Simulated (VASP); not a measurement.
Crystal: CdTe.

```
Cd Te
1.0
     0.00000    2.92020    3.24467
     3.24467    0.00000    3.24467
     3.24467    2.92020    0.00000
Cd Te
1 1
Direct
  0.00000 0.00000 0.00000
  0.75000 0.75000 0.75000
```

This cell differs from its parent crystal: strain -0.1000 x Voigt [0, 1, 0, 0, 0, 0].

Base run:

```yaml
Program: VASP 6.6.1
Functional: PBEsol
Potentials_or_basis: VASP PAW PBE potentials, release 64 (Cd, Te)
Cutoff: 520 eV
k_mesh: 8 × 8 × 8
Occupations: gaussian, width 0.05 eV
Spin: no spin polarisation
```

Its results: band gap on the k mesh 0.75 eV, direct; pressure 5.6 GPa.

Problem. The run is repeated on the same cell with these changes: functional from PBEsol to PBE; cutoff from 520 eV to 500 eV. What comes out?

Solution. Band gap on the k mesh 0.87 eV, direct; pressure 8.4 GPa.

PBE binds less tightly than PBEsol, so the same cell stands under more pressure.

Caveats: spin-orbit coupling is left out, which moves the levels of the heavy elements; the PAW data sets were made with another functional, which shifts forces and pressure a little (some runs).

